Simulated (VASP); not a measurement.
# Al (C2/m) in VASP: single point with PBE

Aim: the single point of Al with PBE.

All numbers are computed with VASP 6.6.1; they aren't measurements. Logs are shortened: lines on timing, memory, paths and dates and some standing lists are left out, and cuts for length are marked.

## 1. The cell of the first run

Symmetry: C2/m, No. 12, monoclinic system. Conventional cell: a = 4.948 Å, b = 2.787 Å, c = 2.839 Å, α = 90.00°, β = 121.35°, γ = 90.00°. Within 3.7 Å of Al (site symmetry 2/m) lie 12 Al at 2.79 to 2.97 Å.

## 2. Single point, PBE

Input file INCAR:

```
ALGO     = Fast           # electronic algorithm
EDIFF    = 1E-6           # SCF threshold, eV
ENCUT    = 520            # plane-wave cutoff, eV
GGA      = PE             # functional
ISIF     = 2              # what is computed and relaxed
ISMEAR   = 0              # smearing method
LASPH    = True           # aspherical terms in the spheres
LCHARG   = True           # write CHGCAR
LELF     = True           # ELF
LREAL    = False          # projectors in reciprocal space
LVHAR    = True         
LWAVE    = False          # write WAVECAR
NBANDS   = 14             # bands
NELM     = 100            # most SCF steps
PREC     = Accurate       # precision mode
SIGMA    = 0.1            # smearing width, eV
```

Input file KPOINTS:

```
k-points
0
Gamma
  7 6 15
```

Input file POSCAR:

```
Al
1.0
    5.2424799509      0.0000000000      0.0759724462
    0.0000000000      5.5744824025      0.0000000000
   -1.7143524796      0.0000000000      2.2635503194
Al
4
Direct
    0.0000000000      0.5000000000      0.0000000000
    0.5000000000      0.7500000000      0.0000000000
    0.0000000000      0.0000000000      0.0000000000
    0.5000000000      0.2500000000      0.0000000000
```

Potentials or basis: VASP PAW PBE potentials, release 64 (Al).

Launch:

```sh
cat potpaw_PBE.64/Al/POTCAR > POTCAR
mpirun -np 1 vasp_std > vasp.out
```

OUTCAR:

```text
EDIFF = 1E-6
   ENCUT = 520
   GGA = PE
   ISIF = 2
   ISMEAR = 0
   LASPH = True
   LREAL = False
   NELM = 100
   PREC = Accurate

 ion  position               nearest neighbor table
   1  0.000  0.500  0.000-   3 2.79   3 2.79   2 2.84   4 2.84   2 2.84   4 2.84   2 2.97   4 2.97
                             4 2.97   2 2.97
   2  0.500  0.750  0.000-   4 2.79   4 2.79   1 2.84   3 2.84   1 2.84   3 2.84   1 2.97   3 2.97
                             1 2.97   3 2.97
   3  0.000  0.000  0.000-   1 2.79   1 2.79   2 2.84   4 2.84   2 2.84   4 2.84   2 2.97   4 2.97
                             4 2.97   2 2.97
   4  0.500  0.250  0.000-   2 2.79   2 2.79   1 2.84   3 2.84   1 2.84   3 2.84   1 2.97   3 2.97
                             3 2.97   1 2.97

  LATTYP: Found a simple monoclinic cell.
 ALAT       =     2.8394831348
 B/A-ratio  =     1.9632032091
 C/A-ratio  =     1.4908791287
 COS(beta)  =    -0.0626287754

  Lattice vectors:

 A1 = (  -1.7143524796,   0.0000000000,   2.2635503194)
 A2 = (   0.0000000000,  -5.5744824025,   0.0000000000)
 A3 = (   3.5281274713,   0.0000000000,   2.3395227656)

Analysis of symmetry for initial positions (statically):
=====================================================================
 Subroutine PRICEL returns following result:

  LATTYP: Found a base centered monoclinic cell.
 ALAT       =     4.9475308535
 B/A-ratio  =     0.5633600444
 C/A-ratio  =     0.5739192375
 COS(beta)  =    -0.5203312883

  Lattice vectors:

 A1 = (  -0.9068874959,   1.3936206006,  -2.3015365425)
 A2 = (  -0.9068874959,  -1.3936206006,  -2.3015365425)
 A3 = (  -1.7143524796,   0.0000000000,   2.2635503194)

   4 primitive cells build up your supercell.

 Routine SETGRP: Setting up the symmetry group for a
 simple monoclinic supercell.

 Subroutine GETGRP returns: Found  4 space group operations
 (whereof  4 operations were pure point group operations)
 out of a pool of  4 trial point group operations.

The static configuration has the point symmetry C_2h.

Analysis of symmetry for dynamics (positions and initial velocities):
=====================================================================
 Subroutine PRICEL returns following result:

  LATTYP: Found a base centered monoclinic cell.
 ALAT       =     4.9475308535
 B/A-ratio  =     0.5633600444
 C/A-ratio  =     0.5739192375
 COS(beta)  =    -0.5203312883

  Lattice vectors:

 A1 = (  -0.9068874959,   1.3936206006,  -2.3015365425)
 A2 = (  -0.9068874959,  -1.3936206006,  -2.3015365425)
 A3 = (  -1.7143524796,   0.0000000000,   2.2635503194)

   4 primitive cells build up your supercell.

 Routine SETGRP: Setting up the symmetry group for a
 simple monoclinic supercell.

 Subroutine GETGRP returns: Found  4 space group operations
 (whereof  4 operations were pure point group operations)
 out of a pool of  4 trial point group operations.

The dynamic configuration has the point symmetry C_2h.

 Subroutine INISYM returns: Found  4 space group operations
 (whereof  4 operations are pure point group operations),
 and found     4 'primitive' translations

----------------------------------------------------------------------------------------

                                     Primitive cell

  volume of cell :      16.7191

  direct lattice vectors                    reciprocal lattice vectors
    -0.906887496  1.393620601 -2.301536543    -0.188678553  0.358777704 -0.142900090
    -0.906887496 -1.393620601 -2.301536543    -0.188678553 -0.358777704 -0.142900090
    -1.714352480  0.000000000  2.263550319    -0.383689800  0.000000000  0.151187468

  length of vectors
     2.839312199  2.839312199  2.839483135     0.429815627  0.429815627  0.412402125

  position of ions in fractional coordinates (direct lattice)
     1.000000000  0.000000000  0.000000000

  ion indices of the primitive-cell ions
   primitive index   ion index
                 1           1

----------------------------------------------------------------------------------------

 KPOINTS: k-points

Automatic generation of k-mesh.
 Grid dimensions read from file:
 generate k-points for:    7    6   15

 Generating k-lattice:

  Cartesian coordinates                     Fractional coordinates (reciprocal lattice)
     0.026954079  0.000000000  0.020414299     0.142857143  0.000000000 -0.000000000
     0.000000000  0.029898142  0.000000000     0.000000000  0.166666667  0.000000000
    -0.000422180  0.000000000  0.029132510     0.000000000  0.000000000  0.066666667

  Length of vectors
     0.033812216  0.029898142  0.029135569

  Shift w.r.t. Gamma in fractional coordinates (k-lattice)
     0.000000000  0.000000000  0.000000000

 Subroutine IBZKPT returns following result:
 ===========================================

 Found    212 irreducible k-points:

 Following reciprocal coordinates:
            Coordinates               Weight
  0.000000  0.000000  0.000000      1.000000
  0.142857  0.000000 -0.000000      2.000000
  0.285714  0.000000  0.000000      2.000000
  0.428571  0.000000  0.000000      2.000000
  0.000000  0.166667  0.000000      2.000000
  0.142857  0.166667 -0.000000      4.000000
[... 16 lines left out ...]
 -0.142857  0.000000  0.066667      2.000000
  0.000000  0.166667  0.066667      4.000000
 [... further k-points ...]
   k-points           NKPTS =    212   k-points in BZ     NKDIM =    212   number of bands    NBANDS=     14
   number of dos      NEDOS =    301   number of ions     NIONS =      4
   total plane-waves  NPLWV =  40320
   dimension x,y,z NGX =    40 NGY =   42 NGZ =   24
   dimension x,y,z NGXF=    80 NGYF=   84 NGZF=   48
   ions per type =               4
   NGX,Y,Z   is equivalent  to a cutoff of  12.68, 12.53, 14.05 a.u.
   NGXF,Y,Z  is equivalent  to a cutoff of  25.37, 25.05, 28.10 a.u.
 SYSTEM =  unknown system
   PREC   = accura    normal or accurate (medium, high low for compatibility)
   ISTART =      0    job   : 0-new  1-cont  2-samecut
   ICHARG =      2    charge: 1-file 2-atom 10-const
   ISPIN  =      1    spin polarized calculation?
   LNONCOLLINEAR =      F non collinear calculations
   LSORBIT =      F    spin-orbit coupling
   LASPH  =      T    aspherical Exc in radial PAW
   ENCUT  =  520.0 eV  38.22 Ry    6.18 a.u.   9.75 10.36  5.28*2*pi/ulx,y,z
   NELM   =    100;   NELMIN=  2; NELMDL= -5     # of ELM steps
   EDIFF  = 0.1E-05   stopping-criterion for ELM
   LREAL  =      F    real-space projection
   EDIFFG = 0.1E-04   stopping-criterion for IOM
   NSW    =      0    number of steps for IOM
   IBRION =     -1    ionic relax: 0-MD 1-quasi-New 2-CG
   NFREE  =      0    steps in history (QN), initial steepest desc. (CG)
   ISIF   =      2    stress and relaxation
   ISYM   =      2    0-nonsym 1-usesym 2-fastsym
   POTIM  = 0.5000    time-step for ionic-motion
   TEBEG  =    0.0;   TEEND  =   0.0 temperature during run
   PSTRESS=    0.0 pullay stress
   NELECT =      12.0000    total number of electrons
   NUPDOWN=      -1.0000    fix difference up-down
   EMIN   =  10.00;   EMAX   =-10.00  energy-range for DOS
   EFERMI =   0.00;   METHOD = LEGACY
   ISMEAR =     0;   SIGMA  =   0.10  broadening in eV -4-tet -1-fermi 0-gaus
   EFERMI_NEDOS =   21; number of points for ismear=-14 and -15
   IALGO  =     68    algorithm
   IMIX   =      4    mixing-type and parameters
     AMIX     =   0.40;   BMIX     =  1.00
     AMIX_MAG =   1.60;   BMIX_MAG =  1.00
  volume/ion in A,a.u.               =      16.72       112.83
  Fermi-wavevector in a.u.,A,eV,Ry     =   0.923374  1.744925 11.600605  0.852620
  Thomas-Fermi vector in A             =   2.049004
   LORBIT       =      0    0 simple, 1 ext, 2 COOP (PROOUT), +10 PAW based schemes
   GGA     = PE    functional components
   LHFCALC =     F    Hartree Fock is set to
   AEXX    =    0.0000 exact exchange contribution
   IVDW    =     0    specifies the selected vdW correction
   LEPSILON=     F    determine dielectric tensor
   LRPA    =     F    only Hartree local field effects (RPA)
 non-spin polarized calculation
 RMM-DIIS sequential band-by-band and
 Gauss-broadening in eV      SIGMA  =   0.10
  energy-cutoff  :      520.00
  volume of cell :       66.88
 maximum number of plane-waves:      1831
   NGX = 19   NGY = 21   NGZ = 11

 number of electron      12.0000000 magnetization

 Free energy of the ion-electron system (eV)
  ---------------------------------------------------
  ext. energy  EPLUGINS =         0.00000000
  ---------------------------------------------------
  free energy    TOTEN  =       -14.94101481 eV

  energy without entropy =      -14.93588595  energy(sigma->0) =      -14.93845038

 E-fermi :   7.8532     XC(G=0): -10.1471

 val. band max:        7.8519976934   @ k =  -0.4286   0.3333   0.4667
 cond. band min:       7.8641733317   @ k =  -0.1429   0.3333   0.1333
 fundamental gap:      0.0121756383
 Fermi energy:         7.8532378626

 k-point     1 :       0.0000    0.0000    0.0000
  band No.  band energies     occupation
      1      -3.1827      2.00000
      2       1.5015      2.00000
      3       1.5015      2.00000
      4       4.4291      2.00000
      5       5.4529      2.00000
      6       8.8330      0.00000
      7       8.8330      0.00000
      8      10.0182      0.00000
      9      10.0182      0.00000
     10      13.5873      0.00000
     11      13.8825      0.00000
     12      14.4864      0.00000
     13      17.6152      0.00000
     14      17.9652      0.00000

 k-point     2 :       0.1429    0.0000   -0.0000
  band No.  band energies     occupation
      1      -3.0135      2.00000
      2       1.6653      2.00000
      3       1.6653      2.00000
      4       2.7682      2.00000
      5       7.2848      2.00000
      6       7.2848      2.00000
      7       7.4092      2.00000
      8      11.8465      0.00000
      9      11.8465      0.00000
     10      13.6820      0.00000
[... 362 lines left out ...]
 k-point    24 :       0.0000    0.1667    0.0667
  band No.  band energies     occupation
      1      -2.9249      2.00000
      2       0.2098      2.00000
      3       3.2710      2.00000
      4       3.9183      2.00000
      5       6.4438      2.00000
      6       6.9127      2.00000
      7       9.4670      0.00000
      8       9.8604      0.00000
      9      11.4740      0.00000
     10      12.3496      0.00000
     11      12.9593      0.00000
     12      15.2358      0.00000
     13      16.6867      0.00000
     14      17.9699      0.00000

 [... further k-points ...]
[... 5 lines left out ...]
  --------------------------------------------------------------------------------------
  -------------------------------------------------------------------------------------
  Total       -1.3833684      0.6919173     -0.0192271      0.0000000      0.0000000     -0.0045157
  in kB      -33.1418135     16.5764913     -0.4606310      0.0000000      0.0000000     -0.1081843
  external PRESSURE =      -5.6753177 kB  Pullay stress =       0.0000000 kB

 VOLUME and BASIS-vectors are now :
 -----------------------------------------------------------------------------
  energy-cutoff  :      520.00
  volume of cell :       66.88
      direct lattice vectors                 reciprocal lattice vectors
     5.242479951  0.000000000  0.075972446     0.188678553  0.000000000  0.142900090
     0.000000000  5.574482403  0.000000000     0.000000000  0.179388852  0.000000000
    -1.714352480  0.000000000  2.263550319    -0.006332694  0.000000000  0.436987648

 POSITION                                       TOTAL-FORCE (eV/Angst)
 -----------------------------------------------------------------------------------
      0.00000      2.78724      0.00000        -0.000000     -0.000000      0.000000
      2.62124      4.18086      0.03799        -0.000000      0.000000     -0.000000
      0.00000      0.00000      0.00000         0.000000     -0.000000      0.000000
      2.62124      1.39362      0.03799         0.000000     -0.000000     -0.000000
 -----------------------------------------------------------------------------------
    total drift:                                0.000000      0.000000      0.000000

  FREE ENERGIE OF THE ION-ELECTRON SYSTEM (eV)
  ---------------------------------------------------
  free  energy   TOTEN  =       -14.9410148141 eV

  energy  without entropy=      -14.9358859475  energy(sigma->0) =      -14.93845038
```

Wall time 2.1 min (1 thread of AMD EPYC 9R45 (Zen 5), shared host); peak memory 0.24 GiB.

Results:

| Property | Result |
| --- | --- |
| Free energy | -14.9410 eV |
| Pressure | -0.6 GPa |
| Band gap on the k mesh | zero (band 6 reaches 9.40 eV, above the bottom of band 7 at 5.32 eV) |

Stress tensor (GPa, compression positive):
```
-3.31  0.00 -0.01
 0.00  1.66  0.00
-0.01  0.00 -0.05
```
